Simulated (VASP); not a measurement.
Runs of VASP 6.6.1 on NiSb. The structure is that of space group P6_3/mmc (No. 194), or close to it. The cells are those of the table. 

```csv
cell,gap on the mesh (eV),pressure (GPa)
"a = 3.798, b = 3.798, c = 5.212 Å, angles 90.0, 90.0, 120.0°, 4 atoms",none,5.1
"a = 3.838, b = 3.838, c = 5.131 Å, angles 90.0, 90.0, 120.0°, 4 atoms",none,(a)
"a = 3.798, b = 3.798, c = 5.162 Å, angles 90.0, 90.0, 120.0°, 4 atoms",none,(b)
"a = 3.838, b = 3.838, c = 5.162 Å, angles 90.0, 90.0, 120.0°, 4 atoms",none,3.3
"a = 3.877, b = 3.877, c = 5.101 Å, angles 90.0, 90.0, 120.0°, 4 atoms",none,2.0
```

Alike in all rows: task single point; level PBEsol; potentials or basis VASP PAW PBE potentials, release 64 (Ni, Sb); no spin polarisation; k mesh 18 × 18 × 10; cutoff (eV) 520; smearing gaussian 0.1 eV.

Q: Estimate the missing entries.

A: (a) 4.2; (b) 6.5.

Caveats: the PAW data sets were made with another functional, which shifts forces and pressure a little; spin-orbit coupling is left out, which moves the levels of the heavy elements; the cell stands under pressure (at least some runs); the stress differs along the axes, from 0 to 8 GPa (at least some runs); the stress differs along the axes, from 2 to 9 GPa (at least some runs).

A k mesh can miss the band edges, and the runs leave out spin-orbit coupling on Sb.

A gap of «none» marks levels without a gap at the run's occupations.
